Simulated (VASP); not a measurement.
GaP (zinc blende type), 2 atoms in the cell. The structure is cubic, space group F-43m (No. 216). Conventional cell: a = 5.417 Å, b = 5.417 Å, c = 5.417 Å, α = 90.00°, β = 90.00°, γ = 90.00°. Within 3.1 Å of Ga (site symmetry -43m) lie 4 P at 2.35 Å. P (site symmetry -43m) has 4 Ga at 2.35 Å within 3.1 Å. 

```yaml
Program: VASP 6.6.1
Task: single point
Functional: HSE06
Potentials_or_basis: VASP PAW PBE potentials, release 64 (Ga_d, P)
Cutoff: 520 eV
k_mesh: 4 × 4 × 4
Occupations: fermi-dirac, width 0.05 eV
Spin: no spin polarisation
Dipole_correction: no
Grid_for_exact_exchange_PRECFOCK: Normal
Further_INCAR_settings: ALGO = Normal; EDIFF = 1e-06; NBANDS = 16
Share_of_exact_exchange: 0.25
Screening_parameter: 0.2079 1/Å
```

Potentials or basis: VASP PAW PBE potentials, release 64 (Ga_d, P).

Run with:

```sh
$ cat potpaw_PBE.64/Ga_d/POTCAR potpaw_PBE.64/P/POTCAR > POTCAR
$ cp INCAR.step1 INCAR
$ mpirun -np 1 vasp_std > vasp.out
$ cp INCAR.step2 INCAR
$ mpirun -np 1 vasp_std > vasp.out
```

Hardware: 1 thread of Intel(R) Xeon(R) Platinum 8259CL CPU @ 2.50GHz (Skylake/Cascade Lake) (shared host).

Q: Estimate the wall time of this run.

A: Wall time 12 min on 1 thread of Intel(R) Xeon(R) Platinum 8259CL CPU @ 2.50GHz (Skylake/Cascade Lake), with other jobs on the host, peak memory 0.27 GiB. Counts: k points 8.
